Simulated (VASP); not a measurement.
## AlZn3: single point with PBE

The system is AlZn3.

```
Al Zn
1.0
     5.12363    0.00000    0.00000
     0.00000    5.12363    0.00000
     0.00000    0.00000    4.88759
Al Zn
2 6
Direct
  0.00000 0.50000 0.00000
  0.50000 0.00000 0.50000
  0.25102 0.50000 0.50000
  0.50000 0.25102 0.00000
  0.74898 0.50000 0.50000
  0.50000 0.74898 0.00000
  0.00000 0.00000 0.75000
  0.00000 0.00000 0.25000
```

```json
{"Program": "VASP 6.6.1", "Task": "single point", "Functional": "PBE", "Potentials or basis": "VASP PAW PBE potentials, release 64 (Al, Zn)", "Cutoff": "520 eV", "k mesh": "8 × 8 × 8", "Occupations": "gaussian, width 0.1 eV", "Spin": "no spin polarisation"}
```

* Pressure: 0.3 GPa
* Band gap on the k mesh: zero (bands 39 and 40 overlap by 7.21 eV)

Levels at points of the mesh, in eV from the Fermi level:
```
           k point  band 37  band 38  band 39  band 40  band 41  band 42
(0.00, 0.00, 0.00)    -3.50     0.73     1.19     1.22     1.22     1.28
(0.50, 0.00, 0.00)    -2.53    -2.18    -1.80    -1.66     2.65     2.68
(0.50, 0.50, 0.00)    -1.12    -0.91    -0.41    -0.41    -0.40     0.45
(0.00, 0.00, 0.50)    -2.42    -2.42    -1.99    -1.99     2.51     2.51
(0.50, 0.00, 0.50)    -1.40    -1.28    -1.03    -0.93    -0.48    -0.17
(0.50, 0.50, 0.50)    -5.31    -5.31     5.22     5.22     5.31     5.31
```

Run time: 13 min on 1 thread of Intel Xeon 8259CL, with other jobs on the host, peak memory 0.47 GiB.
